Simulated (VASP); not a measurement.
A run of VASP 6.6.1:

File INCAR:

```
SYSTEM = SnO
ALGO     = Normal         ! electronic algorithm
EDIFF    = 1E-6           ! SCF threshold, eV
ENCUT    = 520            ! plane-wave cutoff, eV
GGA      = PE             ! functional
ISIF     = 2              ! what is computed and relaxed
ISMEAR   = -1             ! smearing method
LASPH    = .TRUE.         ! aspherical terms in the spheres
LCHARG   = .FALSE.        ! write CHGCAR
LREAL    = .FALSE.        ! projectors in reciprocal space
LWAVE    = .FALSE.        ! write WAVECAR
NBANDS   = 17             ! bands
NELM     = 80             ! most SCF steps
PREC     = Accurate       ! precision mode
SIGMA    = 0.06122561905347299 ! smearing width, eV
```

File KPOINTS:

```
k-points
0
G
  19 19 19
  0 0 0
```

POSCAR

```
SnO
1.0
    0.0000000000      2.5419975075      2.5419975075
    2.5419975075      0.0000000000      2.5419975075
    2.5419975075      2.5419975075      0.0000000000
Sn O
1 1
Direct
    0.0000000000      0.0000000000      0.0000000000
    0.5000000000      0.5000000000      0.5000000000
```

Potentials or basis: VASP PAW PBE potentials, release 64 (Sn_d, O).

Launch:

```sh
$ cat potpaw_PBE.64/Sn_d/POTCAR potpaw_PBE.64/O/POTCAR > POTCAR
$ mpirun -np 1 vasp_std > vasp.out
```

Hardware: 1 thread of Intel(R) Xeon(R) Platinum 8488C (Sapphire Rapids), with other jobs on the host.

**Question.** Estimate the wall time of this run.

**Answer.** Wall time 82 s on 1 thread of Intel(R) Xeon(R) Platinum 8488C (Sapphire Rapids) (shared host), peak memory 0.24 GiB. Counts: scf iterations 13, k points 220.
